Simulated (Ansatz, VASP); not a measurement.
## One calculation of Al2Au, two programs

```
CELL_PARAMETERS angstrom
0.00000 3.05884 3.05884
3.05884 0.00000 3.05884
3.05884 3.05884 0.00000
ATOMIC_POSITIONS crystal
Au 0.00000 0.00000 0.00000
Al 0.75000 0.75000 0.75000
Al 0.25000 0.25000 0.25000
```

Change from the starting cell: volume scaled by 1.06.

Alike in both runs: task single point; functional LDA; k mesh 8 × 8 × 8; occupations fermi-dirac, width 0.05 eV; no spin polarisation.

|  | VASP | Ansatz |
| --- | --- | --- |
| version | VASP 6.6.1 | Ansatz 0.2.0 |
| potentials or method | VASP PAW LDA potentials, release 64 (Au, Al), cutoff 520 eV | all-electron LAPW, scalar-relativistic |

VASP gave:

| Item | Value |
| --- | --- |
| gap on the k mesh at the Fermi level (eV) | none |
| pressure (GPa) | -7.9 |

**Question.** Which values does Ansatz return?

**Answer.** gap on the k mesh at the Fermi level (eV): none; pressure (GPa): -8.0.

LDA's correlation is that of Perdew and Zunger in VASP and of Perdew and Wang (1992) in Ansatz. A gap of «none» marks a metal or a gap that the smearing closes. Ansatz ran all-electron here, and VASP with PAW potentials.

Neither program's run includes spin-orbit coupling.
